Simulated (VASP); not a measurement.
A run of VASP 6.6.1 is set up as follows.

INCAR

```
SYSTEM = Ta2C
PREC = Accurate
ENCUT = 520
EDIFF = 1E-6
ISMEAR = 0
SIGMA = 0.15
LREAL = .FALSE.
LASPH = .TRUE.
NELM = 60
ALGO = Normal
ISIF = 2
LWAVE = .FALSE.
LCHARG = .FALSE.
GGA = PS
NBANDS = 20
```

KPOINTS

```
regular mesh
0
G
  18 18 10
  0 0 0
```

File POSCAR:

```
Ta2C
1.0
    2.9405356692      0.0000000000      0.0000000000
   -1.4702678346      2.5465785903      0.0000000000
    0.0000000000      0.0000000000      5.0441072866
Ta C
2 1
Direct
    0.3333333333      0.6666666667      0.2528761934
    0.6666666667      0.3333333333      0.7471238066
    0.0000000000      0.0000000000      0.0000000000
```

Potentials or basis: VASP PAW PBE potentials, release 64 (Ta_pv, C).

The run is started by

```bash
$ cat potpaw_PBE.64/Ta_pv/POTCAR potpaw_PBE.64/C/POTCAR > POTCAR
$ mpirun -np 1 vasp_std > vasp.out
```

**Question.** Estimate the pressure.

**Answer.** 27.4 GPa.

**Question.** Estimate the largest force.

**Answer.** 0.615 eV/Å.

**Question.** Predict the band gap on the k mesh.

**Answer.** Zero (bands 13 and 14 overlap by 0.62 eV).

Forces in eV/Å, atoms in the order of the input:
```
Ta   0.000  0.000  0.615
Ta   0.000  0.000 -0.615
C    0.000  0.000  0.000
```

Caveat: the cell differs from its parent crystal (strain -0.050 along x and y, +0.025 along z); the stress differs along the axes, from 6 to 38 GPa; the PAW data sets were made with another functional, which shifts forces and pressure a little; spin-orbit coupling is left out, which moves the levels of the heavy elements.
